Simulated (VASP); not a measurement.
Input of a VASP 6.6.1 run:

INCAR

```
SYSTEM = SnO2
PREC     = Accurate       ! precision mode
ENCUT    = 520            ! plane-wave cutoff, eV
EDIFF    = 1E-7           ! SCF threshold, eV
ISMEAR   = 0              ! smearing method
SIGMA    = 0.05           ! smearing width, eV
LREAL    = .FALSE.        ! projectors in reciprocal space
LASPH    = .TRUE.         ! aspherical terms in the spheres
NELM     = 100            ! most SCF steps
ALGO     = Normal         ! electronic algorithm
ISIF     = 2              ! what is computed and relaxed
LWAVE    = .FALSE.        ! write WAVECAR
LCHARG   = .FALSE.        ! write CHGCAR
NBANDS   = 64             ! bands
```

The input KPOINTS:

```
Automatic mesh
0
G
  6 6 6
  0 0 0
```

File POSCAR:

```
SnO2
1.0
    4.8097147521      0.0000000000      0.0000000000
    0.0000000000      6.3099153508      0.0000000000
    0.0000000000      0.0000000000      5.3213143649
Sn O
4 8
Direct
    0.5000000000      0.6673419135      0.7500000000
    0.0000000000      0.8326580865      0.2500000000
    0.5000000000      0.3326580865      0.2500000000
    0.0000000000      0.1673419135      0.7500000000
    0.7309254637      0.6050162923      0.0776916535
    0.2309254637      0.8949837077      0.9223083465
    0.7690745363      0.8949837077      0.5776916535
    0.2690745363      0.6050162923      0.4223083465
    0.7309254637      0.3949837077      0.5776916535
    0.2309254637      0.1050162923      0.4223083465
    0.7690745363      0.1050162923      0.0776916535
    0.2690745363      0.3949837077      0.9223083465
```

Potentials or basis: VASP PAW LDA potentials, release 64 (Sn_d, O).

Run with:

```console
$ cat potpaw_LDA.64/Sn_d/POTCAR potpaw_LDA.64/O/POTCAR > POTCAR
$ mpirun -np 1 vasp_std > vasp.out
```

Task: What does it give for the largest force?

Result: 0.357 eV/Å.

Task: Predict the pressure.

Result: -21.1 GPa.

Stress tensor (GPa, compression positive):
```
-17.33   0.00   0.00
  0.00 -26.94   0.00
  0.00   0.00 -19.05
```

Caveat: the cell stands under tension.
